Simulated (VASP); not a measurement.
# ZnO (I4/mmm) in VASP: single point with r2SCAN

Aim: the single point of ZnO with r2SCAN.

Everything below comes from runs of VASP 6.6.1. Logs are shortened: lines on timing, memory, paths and dates and some standing lists are left out, and cuts for length are marked.

**1. The cell of the first run**

It takes space group I4/mmm (No. 139, tetragonal). The conventional cell has a = 2.976 Å, b = 2.976 Å, c = 4.343 Å, α = 90.00°, β = 90.00°, γ = 90.00°. Within 2.8 Å of Zn (site symmetry 4/mmm) lie 6 O at 2.10 to 2.17 Å. Within 2.8 Å of O (site symmetry 4/mmm) lie 6 Zn at 2.10 to 2.17 Å.

**2. Single point, r2SCAN (epitaxial xy strain -1.4%)**

POSCAR reads:

```
ZnO
1.0
    0.0000000000      2.1045377419      2.1712590042
    2.1045377419      0.0000000000      2.1712590042
    2.1045377419      2.1045377419      0.0000000000
Zn O
1 1
Direct
    0.0000000000      0.0000000000      0.0000000000
    0.5000000000      0.5000000000      0.5000000000
```

INCAR.step1 reads:

```
SYSTEM = ZnO
ALGO = Normal ; EDIFF = 1E-5
ENCUT = 1480 ; GGA = PE
GGA_COMPAT = .False. ; ISMEAR = 0
LASPH = .True. ; LCHARG = .False.
LREAL = .False. ; LWAVE = .True.
NBANDS = 16 ; NELM = 120
PREC = Accurate ; SIGMA = 0.01
```

INCAR.step2 reads:

```
SYSTEM = ZnO
ALGO = Normal ; EDIFF = 1E-6
ENCUT = 1480 ; GGA_COMPAT = .False.
ISIF = 2 ; ISMEAR = 0
ISTART = 1 ; LASPH = .True.
LCHARG = .False. ; LMIXTAU = .True.
LREAL = .False. ; LWAVE = .False.
METAGGA = R2SCAN ; NBANDS = 16
NELM = 120 ; PREC = Accurate
SIGMA = 0.01
```

KPOINTS reads:

```
k-points
0
Gamma
  10 10 10
  0 0 0
```

Potentials or basis: VASP PAW PBE potentials, release 64 (Zn, O_h).

On the command line:

```bash
cat potpaw_PBE.64/Zn/POTCAR potpaw_PBE.64/O_h/POTCAR > POTCAR
cp INCAR.step1 INCAR
mpirun -np 1 vasp_std > vasp.out
cp INCAR.step2 INCAR
mpirun -np 1 vasp_std > vasp.out
```

OUTCAR:

```text
SYSTEM = ZnO
   EDIFF = 1E-6
   ENCUT = 1480
   ISIF = 2
   ISMEAR = 0
   ISTART = 1
   LASPH = .True.
   LREAL = .False.
   METAGGA = R2SCAN
   NELM = 120
   PREC = Accurate

 ion  position               nearest neighbor table
   1  0.000  0.000  0.000-   2 2.10   2 2.10   2 2.10   2 2.10   2 2.17   2 2.17
   2  0.500  0.500  0.500-   1 2.10   1 2.10   1 2.10   1 2.10   1 2.17   1 2.17

  LATTYP: Found a body centered tetragonal cell.
 ALAT       =     2.9762658171
 C/A-ratio  =     1.4590491156

  Lattice vectors:

 A1 = (  -2.1045377419,   0.0000000000,   2.1712590042)
 A2 = (   2.1045377419,   0.0000000000,   2.1712590042)
 A3 = (   0.0000000000,   2.1045377419,  -2.1712590042)

Analysis of symmetry for initial positions (statically):
=====================================================================
 Subroutine PRICEL returns:
 Original cell was already a primitive cell.

 Routine SETGRP: Setting up the symmetry group for a
 body centered tetragonal supercell.

 Subroutine GETGRP returns: Found 16 space group operations
 (whereof 16 operations were pure point group operations)
 out of a pool of 16 trial point group operations.

The static configuration has the point symmetry D_4h.

Analysis of symmetry for dynamics (positions and initial velocities):
=====================================================================
 Subroutine PRICEL returns:
 Original cell was already a primitive cell.

 Routine SETGRP: Setting up the symmetry group for a
 body centered tetragonal supercell.

 Subroutine GETGRP returns: Found 16 space group operations
 (whereof 16 operations were pure point group operations)
 out of a pool of 16 trial point group operations.

The dynamic configuration has the point symmetry D_4h.

 Subroutine INISYM returns: Found 16 space group operations
 (whereof 16 operations are pure point group operations),
 and found     1 'primitive' translations

----------------------------------------------------------------------------------------

                                     Primitive cell

  volume of cell :      19.2334

  direct lattice vectors                    reciprocal lattice vectors
     0.000000000  2.104537742  2.171259004    -0.237581864  0.237581864  0.230281141
     2.104537742  0.000000000  2.171259004     0.237581864 -0.237581864  0.230281141
     2.104537742  2.104537742  0.000000000     0.237581864  0.237581864 -0.230281141

  length of vectors
     3.023812952  3.023812952  2.976265817     0.407332405  0.407332405  0.407332405

  position of ions in fractional coordinates (direct lattice)
     0.000000000  0.000000000  0.000000000
     0.500000000  0.500000000  0.500000000

  ion indices of the primitive-cell ions
   primitive index   ion index
                 1           1
                 2           2

----------------------------------------------------------------------------------------

 KPOINTS: k-points

Automatic generation of k-mesh.
 Grid dimensions read from file:
 generate k-points for:   10   10   10

 Generating k-lattice:

  Cartesian coordinates                     Fractional coordinates (reciprocal lattice)
    -0.023758186  0.023758186  0.023028114     0.100000000  0.000000000  0.000000000
     0.023758186 -0.023758186  0.023028114     0.000000000  0.100000000  0.000000000
     0.023758186  0.023758186 -0.023028114    -0.000000000 -0.000000000  0.100000000

  Length of vectors
     0.040733240  0.040733240  0.040733240

  Shift w.r.t. Gamma in fractional coordinates (k-lattice)
     0.000000000  0.000000000  0.000000000

 Subroutine IBZKPT returns following result:
 ===========================================

 Found    102 irreducible k-points:

 Following reciprocal coordinates:
            Coordinates               Weight
  0.000000  0.000000  0.000000      1.000000
  0.100000  0.000000  0.000000      8.000000
  0.200000  0.000000  0.000000      8.000000
  0.300000  0.000000  0.000000      8.000000
  0.400000  0.000000  0.000000      8.000000
  0.500000  0.000000  0.000000      4.000000
[... 16 lines left out ...]
  0.300000  0.300000  0.000000      2.000000
  0.400000  0.300000  0.000000      8.000000
 [... further k-points ...]
   k-points           NKPTS =    102   k-points in BZ     NKDIM =    102   number of bands    NBANDS=     16
   number of dos      NEDOS =    301   number of ions     NIONS =      2
   total plane-waves  NPLWV =  64000
   dimension x,y,z NGX =    40 NGY =   40 NGZ =   40
   dimension x,y,z NGXF=    80 NGYF=   80 NGZF=   80
   ions per type =               1   1
   NGX,Y,Z   is equivalent  to a cutoff of  21.99, 21.99, 22.34 a.u.
   NGXF,Y,Z  is equivalent  to a cutoff of  43.98, 43.98, 44.69 a.u.
 SYSTEM =  ZnO
   PREC   = accura    normal or accurate (medium, high low for compatibility)
   ISTART =      1    job   : 0-new  1-cont  2-samecut
   ICHARG =      0    charge: 1-file 2-atom 10-const
   ISPIN  =      1    spin polarized calculation?
   LNONCOLLINEAR =      F non collinear calculations
   LSORBIT =      F    spin-orbit coupling
   LASPH  =      T    aspherical Exc in radial PAW
   ENCUT  = 1480.0 eV 108.78 Ry   10.43 a.u.   9.49  9.49  9.34*2*pi/ulx,y,z
   NELM   =    120;   NELMIN=  2; NELMDL=  0     # of ELM steps
   EDIFF  = 0.1E-05   stopping-criterion for ELM
   LREAL  =      F    real-space projection
   EDIFFG = 0.1E-04   stopping-criterion for IOM
   NSW    =      0    number of steps for IOM
   IBRION =     -1    ionic relax: 0-MD 1-quasi-New 2-CG
   NFREE  =      0    steps in history (QN), initial steepest desc. (CG)
   ISIF   =      2    stress and relaxation
   ISYM   =      2    0-nonsym 1-usesym 2-fastsym
   POTIM  = 0.5000    time-step for ionic-motion
   TEBEG  =    0.0;   TEEND  =   0.0 temperature during run
   PSTRESS=    0.0 pullay stress
   NELECT =      18.0000    total number of electrons
   NUPDOWN=      -1.0000    fix difference up-down
   EMIN   =  10.00;   EMAX   =-10.00  energy-range for DOS
   EFERMI =   0.00;   METHOD = LEGACY
   ISMEAR =     0;   SIGMA  =   0.01  broadening in eV -4-tet -1-fermi 0-gaus
   EFERMI_NEDOS =   21; number of points for ismear=-14 and -15
   IALGO  =     38    algorithm
   IMIX   =      4    mixing-type and parameters
     AMIX     =   0.40;   BMIX     =  1.00
     AMIX_MAG =   1.60;   BMIX_MAG =  1.00
  volume/ion in A,a.u.               =       9.62        64.90
  Fermi-wavevector in a.u.,A,eV,Ry     =   1.601329  3.026074 34.888814  2.564255
  Thomas-Fermi vector in A             =   2.698325
   LORBIT       =      0    0 simple, 1 ext, 2 COOP (PROOUT), +10 PAW based schemes
   METAGGA = R2SCAN    functional components
   LHFCALC =     F    Hartree Fock is set to
   AEXX    =    0.0000 exact exchange contribution
   IVDW    =     0    specifies the selected vdW correction
   LEPSILON=     F    determine dielectric tensor
   LRPA    =     F    only Hartree local field effects (RPA)
 non-spin polarized calculation
 Gauss-broadening in eV      SIGMA  =   0.01
  energy-cutoff  :     1480.00
  volume of cell :       19.23
 maximum number of plane-waves:      2515
 NGX is ok and might be reduce to    40
   NGX = 19   NGY = 19   NGZ = 19

 number of electron      18.0000001 magnetization

 Free energy of the ion-electron system (eV)
  ---------------------------------------------------
  ext. energy  EPLUGINS =         0.00000000
  ---------------------------------------------------
  free energy    TOTEN  =       -17.95913543 eV

  energy without entropy =      -17.95913543  energy(sigma->0) =      -17.95913543

 E-fermi :   3.2140     XC(G=0): -13.1934

 val. band max:        3.0626190011   @ k =   0.5000   0.0000   0.0000
 cond. band min:       4.5694946096   @ k =   0.0000   0.0000   0.0000
 fundamental gap:      1.5068756085
 Fermi energy:         3.2140097895

 k-point     1 :       0.0000    0.0000    0.0000
  band No.  band energies     occupation
      1     -16.7519      2.00000
      2      -1.9979      2.00000
      3      -1.9559      2.00000
      4      -1.9559      2.00000
      5      -1.8135      2.00000
      6      -1.7448      2.00000
[... 8 lines left out ...]
     15      23.1057      0.00000
     16      24.2593      0.00000

 k-point     2 :       0.1000    0.0000    0.0000
  band No.  band energies     occupation
      1     -16.6416      2.00000
      2      -2.0642      2.00000
      3      -2.0195      2.00000
      4      -1.9825      2.00000
      5      -1.8824      2.00000
      6      -1.8564      2.00000
[... 8 lines left out ...]
     15      23.7183      0.00000
     16      23.9750      0.00000

 k-point     3 :       0.2000    0.0000    0.0000
  band No.  band energies     occupation
      1     -16.3377      2.00000
      2      -2.4966      2.00000
      3      -2.3375      2.00000
      4      -2.3252      2.00000
      5      -1.8057      2.00000
      6      -1.8040      2.00000
[... 8 lines left out ...]
     15      24.4411      0.00000
     16      24.5175      0.00000

 k-point     4 :       0.3000    0.0000    0.0000
  band No.  band energies     occupation
      1     -15.9256      2.00000
      2      -3.4118      2.00000
      3      -2.7071      2.00000
      4      -2.6908      2.00000
      5      -1.6933      2.00000
      6      -1.6766      2.00000
[... 8 lines left out ...]
     15      25.9137      0.00000
     16      25.9274      0.00000
[... 324 lines left out ...]
 k-point    22 :      -0.2000    0.2000    0.0000
  band No.  band energies     occupation
      1     -15.7938      2.00000
      2      -3.5356      2.00000
      3      -2.8535      2.00000
      4      -2.4914      2.00000
      5      -1.7522      2.00000
      6      -1.5646      2.00000
[... 8 lines left out ...]
     15      25.9681      0.00000
     16      27.4746      0.00000

 k-point    23 :       0.3000    0.3000    0.0000
  band No.  band energies     occupation
      1     -15.8226      2.00000
      2      -3.3102      2.00000
      3      -2.2558      2.00000
      4      -1.7892      2.00000
      5      -1.7892      2.00000
      6      -1.6284      2.00000
[... 8 lines left out ...]
     15      31.9102      0.00000
     16      32.6912      0.00000

 k-point    24 :       0.4000    0.3000    0.0000
  band No.  band energies     occupation
      1     -15.5911      2.00000
      2      -3.3367      2.00000
      3      -2.3905      2.00000
      4      -1.9637      2.00000
      5      -1.7099      2.00000
      6      -1.5261      2.00000
[... 8 lines left out ...]
     15      32.1982      0.00000
     16      32.2410      0.00000

 [... further k-points ...]

------------------------ aborting loop because EDIFF is reached ----------------------------------------

  FORCE on cell =-STRESS in cart. coord.  units (eV):
  Direction    XX          YY          ZZ          XY          YZ          ZX
  --------------------------------------------------------------------------------------
  -------------------------------------------------------------------------------------
  Total        0.5859071      0.5859071      0.1302946      0.0000000      0.0000000     -0.0000000
  in kB       48.8072397     48.8072397     10.8538028      0.0000000      0.0000000     -0.0000000
  external PRESSURE =      36.1560940 kB  Pullay stress =       0.0000000 kB

 VOLUME and BASIS-vectors are now :
 -----------------------------------------------------------------------------
  energy-cutoff  :     1480.00
  volume of cell :       19.23
      direct lattice vectors                 reciprocal lattice vectors
     0.000000000  2.104537742  2.171259004    -0.237581864  0.237581864  0.230281141
     2.104537742  0.000000000  2.171259004     0.237581864 -0.237581864  0.230281141
     2.104537742  2.104537742  0.000000000     0.237581864  0.237581864 -0.230281141

 POSITION                                       TOTAL-FORCE (eV/Angst)
 -----------------------------------------------------------------------------------
      0.00000      0.00000      0.00000         0.000000      0.000000      0.000000
      2.10454      2.10454      2.17126         0.000000      0.000000     -0.000000
 -----------------------------------------------------------------------------------
    total drift:                                0.000000     -0.000000     -0.000000

  FREE ENERGIE OF THE ION-ELECTRON SYSTEM (eV)
  ---------------------------------------------------
  free  energy   TOTEN  =       -17.9591354307 eV

  energy  without entropy=      -17.9591354307  energy(sigma->0) =      -17.95913543
```

Wall time 8.1 min (1 thread of Intel Xeon Platinum 8375C at 2.90GHz (Ice Lake), shared host); peak memory 0.37 GiB.

Results:

```yaml
Free_energy: -17.9591 eV
Pressure: 3.6 GPa
Band_gap_on_the_k_mesh: 1.51 eV (least direct gap 3.00 eV)
```

Stress tensor (GPa, compression positive):
```
4.88 0.00 0.00
0.00 4.88 0.00
0.00 0.00 1.09
```

Caveat: the cell differs from its parent crystal (epitaxial xy strain -1.4%); the cell stands under pressure; the structure was generated, so it needn't be the stable form of ZnO; the PAW data sets were made with another functional, which shifts forces and pressure a little. A k mesh can miss the band edges.
